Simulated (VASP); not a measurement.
A run of VASP 6.6.1:

The input INCAR:

```
ALGO     = Normal         # electronic algorithm
EDIFF    = 1E-8           # SCF threshold, eV
ENCUT    = 400            # plane-wave cutoff, eV
GGA      = CA             # functional
GGA_COMPAT= F            
ISIF     = 2              # what is computed and relaxed
ISMEAR   = -1             # smearing method
LASPH    = T              # aspherical terms in the spheres
LCHARG   = F              # write CHGCAR
LEFG     = T            
LREAL    = F              # projectors in reciprocal space
LWAVE    = F              # write WAVECAR
NBANDS   = 15             # bands
NELM     = 120            # most SCF steps
PREC     = Accurate       # precision mode
SIGMA    = 0.01           # smearing width, eV
```

KPOINTS

```
k-points
0
Gamma
  7 7 7
```

File POSCAR:

```
CsI
1.0
    4.5049802719      0.0000000000      0.0000000000
    0.0000000000      4.5049802719      0.0000000000
    0.0000000000      0.0000000000      4.5049802719
Cs I
1 1
Direct
    0.0000000000      0.0000000000      0.0000000000
    0.5000000000      0.5000000000      0.5000000000
```

Potentials or basis: VASP PAW LDA potentials, release 64 (Cs_sv, I).

Launch:

```console
$ cat potpaw_LDA.64/Cs_sv/POTCAR potpaw_LDA.64/I/POTCAR > POTCAR
$ mpirun -np 1 vasp_std > vasp.out
```

Hardware: 1 thread of Intel Xeon 6975P-C, on a shared host.

Question: Estimate the wall time of this run.

Answer: Wall time 18 s on 1 thread of Intel Xeon 6975P-C, on a shared host, peak memory 0.15 GiB. Counts: scf iterations 14, k points 20.
